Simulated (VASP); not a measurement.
# Se (Im-3m) in VASP: notebook

Runs on Se. Level: r2SCAN. Tasks: single point, relaxation of cell and atoms.

All numbers are computed with VASP 6.6.1; they aren't measurements. Logs are shortened: lines on timing, memory, paths and dates and some standing lists are left out, and cuts for length are marked.

## (1) The cell of the first run

Symmetry: Im-3m, No. 229, cubic system. Conventional cell: a = 3.445 Å, b = 3.445 Å, c = 3.445 Å, α = 90.00°, β = 90.00°, γ = 90.00°. Se (site symmetry m-3m) has 14 Se at 2.98 to 3.44 Å within 3.9 Å.

This isn't the form of Se at room conditions, which is trigonal, of chains.

## (2) Single point, r2SCAN

Input file POSCAR:

```
Se
1.0
   -1.7224563406      1.7224563406      1.7224563406
    1.7224563406     -1.7224563406      1.7224563406
    1.7224563406      1.7224563406     -1.7224563406
Se
1
Direct
    0.0000000000      0.0000000000      0.0000000000
```

Input file INCAR.step1:

```
SYSTEM = Se
PREC = Accurate
ENCUT = 550
ISMEAR = -1
SIGMA = 0.02
LREAL = .False.
LASPH = .True.
NELM = 120
NBANDS = 9
GGA = PE
ALGO = Normal
EDIFF = 1E-5
LWAVE = .True.
LCHARG = .False.
GGA_COMPAT = .False.
```

Input file INCAR.step2:

```
SYSTEM = Se
PREC = Accurate
ENCUT = 550
EDIFF = 1E-6
ISMEAR = -1
SIGMA = 0.02
LREAL = .False.
LASPH = .True.
NELM = 120
ALGO = Normal
ISIF = 2
LWAVE = .False.
LCHARG = .False.
METAGGA = R2SCAN
LMIXTAU = .True.
NBANDS = 9
ISTART = 1
GGA_COMPAT = .False.
```

Input file KPOINTS:

```
Automatic mesh
0
Gamma
  9 9 9
  0 0 0
```

Potentials or basis: VASP PAW PBE potentials, release 64 (Se).

On the command line:

```bash
cat potpaw_PBE.64/Se/POTCAR > POTCAR
cp INCAR.step1 INCAR
mpirun -np 1 vasp_std > vasp.out
cp INCAR.step2 INCAR
mpirun -np 1 vasp_std > vasp.out
```

OUTCAR:

```text
SYSTEM = Se
   PREC = Accurate
   ENCUT = 550
   EDIFF = 1E-6
   ISMEAR = -1
   LREAL = .False.
   LASPH = .True.
   NELM = 120
   ISIF = 2
   METAGGA = R2SCAN
   ISTART = 1

 ion  position               nearest neighbor table
   1  0.000  0.000  0.000-

  LATTYP: Found a body centered cubic cell.
 ALAT       =     3.4449126812

  Lattice vectors:

 A1 = (  -1.7224563406,   1.7224563406,   1.7224563406)
 A2 = (   1.7224563406,  -1.7224563406,   1.7224563406)
 A3 = (   1.7224563406,   1.7224563406,  -1.7224563406)

Analysis of symmetry for initial positions (statically):
=====================================================================
 Subroutine PRICEL returns:
 Original cell was already a primitive cell.

 Routine SETGRP: Setting up the symmetry group for a
 body centered cubic supercell.

 Subroutine GETGRP returns: Found 48 space group operations
 (whereof 48 operations were pure point group operations)
 out of a pool of 48 trial point group operations.

The static configuration has the point symmetry O_h .

Analysis of symmetry for dynamics (positions and initial velocities):
=====================================================================
 Subroutine PRICEL returns:
 Original cell was already a primitive cell.

 Routine SETGRP: Setting up the symmetry group for a
 body centered cubic supercell.

 Subroutine GETGRP returns: Found 48 space group operations
 (whereof 48 operations were pure point group operations)
 out of a pool of 48 trial point group operations.

The dynamic configuration has the point symmetry O_h .

 Subroutine INISYM returns: Found 48 space group operations
 (whereof 48 operations are pure point group operations),
 and found     1 'primitive' translations

----------------------------------------------------------------------------------------

                                     Primitive cell

  volume of cell :      20.4411

  direct lattice vectors                    reciprocal lattice vectors
    -1.722456341  1.722456341  1.722456341     0.000000000  0.290283120  0.290283120
     1.722456341 -1.722456341  1.722456341     0.290283120  0.000000000  0.290283120
     1.722456341  1.722456341 -1.722456341     0.290283120  0.290283120  0.000000000

  length of vectors
     2.983381896  2.983381896  2.983381896     0.410522325  0.410522325  0.410522325

  position of ions in fractional coordinates (direct lattice)
     0.000000000  0.000000000  0.000000000

  ion indices of the primitive-cell ions
[... 71 lines left out ...]
   LASPH  =      T    aspherical Exc in radial PAW
   ENCUT  =  550.0 eV  40.42 Ry    6.36 a.u.   5.70  5.70  5.70*2*pi/ulx,y,z
   NELM   =    120;   NELMIN=  2; NELMDL=  0     # of ELM steps
   EDIFF  = 0.1E-05   stopping-criterion for ELM
   LREAL  =      F    real-space projection
   EDIFFG = 0.1E-04   stopping-criterion for IOM
   NSW    =      0    number of steps for IOM
   IBRION =     -1    ionic relax: 0-MD 1-quasi-New 2-CG
   NFREE  =      0    steps in history (QN), initial steepest desc. (CG)
   ISIF   =      2    stress and relaxation
   ISYM   =      2    0-nonsym 1-usesym 2-fastsym
   POTIM  = 0.5000    time-step for ionic-motion
   TEBEG  =    0.0;   TEEND  =   0.0 temperature during run
   PSTRESS=    0.0 pullay stress
   NELECT =       6.0000    total number of electrons
   NUPDOWN=      -1.0000    fix difference up-down
   EMIN   =  10.00;   EMAX   =-10.00  energy-range for DOS
   EFERMI =   0.00;   METHOD = LEGACY
   ISMEAR =    -1;   SIGMA  =   0.02  broadening in eV -4-tet -1-fermi 0-gaus
   EFERMI_NEDOS =   21; number of points for ismear=-14 and -15
   IALGO  =     38    algorithm
   IMIX   =      4    mixing-type and parameters
     AMIX     =   0.40;   BMIX     =  1.00
     AMIX_MAG =   1.60;   BMIX_MAG =  1.00
  volume/ion in A,a.u.               =      20.44       137.94
  Fermi-wavevector in a.u.,A,eV,Ry     =   1.087987  2.055997 16.105429  1.183716
  Thomas-Fermi vector in A             =   2.224159
   LORBIT       =      0    0 simple, 1 ext, 2 COOP (PROOUT), +10 PAW based schemes
   METAGGA = R2SCAN    functional components
   LHFCALC =     F    Hartree Fock is set to
   AEXX    =    0.0000 exact exchange contribution
   IVDW    =     0    specifies the selected vdW correction
   LEPSILON=     F    determine dielectric tensor
   LRPA    =     F    only Hartree local field effects (RPA)
 non-spin polarized calculation
  energy-cutoff  :      550.00
  volume of cell :       20.44
 maximum number of plane-waves:       610
   NGX = 11   NGY = 11   NGZ = 11

 number of electron       5.9999999 magnetization

 Free energy of the ion-electron system (eV)
  ---------------------------------------------------
  ext. energy  EPLUGINS =         0.00000000
  ---------------------------------------------------
  free energy    TOTEN  =       -13.60801682 eV

  energy without entropy =      -13.60790506  energy(sigma->0) =      -13.60796094

 E-fermi :   5.0515     XC(G=0): -11.0740

 val. band max:        4.9679928229   @ k =  -0.2222   0.2222   0.2222
 cond. band min:       5.1490683928   @ k =  -0.3333   0.3333   0.1111
 fundamental gap:      0.1810755699
 Fermi energy:         5.0515077078

 k-point     1 :       0.0000    0.0000    0.0000
  band No.  band energies     occupation
      1     -11.5176      2.00000
      2       8.2680      0.00000
      3       8.2680      0.00000
      4       8.2680      0.00000
      5      17.5976      0.00000
      6      18.1387      0.00000
      7      18.1387      0.00000
      8      18.1387      0.00000
      9      21.5581      0.00000
[... 265 lines left out ...]
 k-point    24 :      -0.4444   -0.4444    0.1111
  band No.  band energies     occupation
      1      -7.4540      2.00000
      2      -0.8428      2.00000
      3       2.9050      2.00000
      4       6.3651      0.00000
      5      14.2292      0.00000
      6      16.2710      0.00000
      7      18.2557      0.00000
      8      20.4672      0.00000
      9      28.7607      0.00000

 [... further k-points ...]
[... 5 lines left out ...]
  --------------------------------------------------------------------------------------
  -------------------------------------------------------------------------------------
  Total       -0.0175503     -0.0175503     -0.0175503      0.0000000      0.0000000      0.0000000
  in kB       -1.3755960     -1.3755960     -1.3755960      0.0000000      0.0000000      0.0000000
  external PRESSURE =      -1.3755960 kB  Pullay stress =       0.0000000 kB

 VOLUME and BASIS-vectors are now :
 -----------------------------------------------------------------------------
  energy-cutoff  :      550.00
  volume of cell :       20.44
      direct lattice vectors                 reciprocal lattice vectors
    -1.722456341  1.722456341  1.722456341     0.000000000  0.290283120  0.290283120
     1.722456341 -1.722456341  1.722456341     0.290283120  0.000000000  0.290283120
     1.722456341  1.722456341 -1.722456341     0.290283120  0.290283120  0.000000000

 POSITION                                       TOTAL-FORCE (eV/Angst)
 -----------------------------------------------------------------------------------
      0.00000      0.00000      0.00000        -0.000000     -0.000000      0.000000
 -----------------------------------------------------------------------------------
    total drift:                                0.000000     -0.000000     -0.000000

  FREE ENERGIE OF THE ION-ELECTRON SYSTEM (eV)
  ---------------------------------------------------
  free  energy   TOTEN  =       -13.6080168211 eV

  energy  without entropy=      -13.6079050591  energy(sigma->0) =      -13.60796094
```

OUTCAR.step1:

```text
SYSTEM = Se
   PREC = Accurate
   ENCUT = 550
   ISMEAR = -1
   LREAL = .False.
   LASPH = .True.
[... 504 lines left out ...]
 -----------------------------------------------------------------------------------
      0.00000      0.00000      0.00000        -0.000000     -0.000000     -0.000000
 -----------------------------------------------------------------------------------
    total drift:                                0.000000     -0.000000     -0.000000

  FREE ENERGIE OF THE ION-ELECTRON SYSTEM (eV)
  ---------------------------------------------------
  free  energy   TOTEN  =        -2.9355784123 eV

  energy  without entropy=       -2.9354442808  energy(sigma->0) =       -2.93551135
```

Wall time 11 s (1 thread of Intel Xeon 6975P-C (Granite Rapids), shared host); peak memory 0.14 GiB.

What came out:

```yaml
Free_energy: -13.6080 eV
Pressure: -0.1 GPa
Band_gap_on_the_k_mesh: zero (bands 3 and 4 overlap by 6.32 eV)
```

Caveat: the PAW data sets were made with another functional, which shifts forces and pressure a little.

(Part 1 of 2 ends here.)
